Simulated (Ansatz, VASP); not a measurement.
# One calculation of Ba2Be3, two programs

```
CELL_PARAMETERS angstrom
3.69870 0.00000 0.00000
-1.84935 3.20317 0.00000
0.00000 0.00000 12.79422
ATOMIC_POSITIONS crystal
Ba 0.00000 0.00000 0.00000
Ba 0.66667 0.33333 0.42050
Be 0.33333 0.66667 0.21025
Be 0.33333 0.66667 0.63075
Be 0.66667 0.33333 0.78975
```

Alike in both runs: task single point; functional PBE; k mesh 6 × 6 × 2; occupations gaussian, width 0.1 eV; no spin polarisation.

|  | VASP | Ansatz |
| --- | --- | --- |
| version | VASP 6.6.1 | Ansatz 0.2.0 |
| potentials or method | VASP PAW PBE potentials, release 64 (Ba_sv, Be), cutoff 520 eV | scalar-relativistic, plane waves, PAW |
| valence electrons in the cell | 26 | 26 |

```csv
,VASP,Ansatz,Ansatz less VASP
gap on the k mesh at the Fermi level (eV),none,none,-
pressure (GPa),-2.0,-2.3,-0.31
"traceless stress, the component that is largest in VASP (GPa)",-4.83,-4.76,+0.070
rms of the force components (eV/Å),0.346,0.338,-0.0083
```

Atom by atom the forces differ by 0.008 eV/Å (rms over components). A gap of «none» marks a metal or a gap that the smearing closes.

Neither program's run includes spin-orbit coupling.
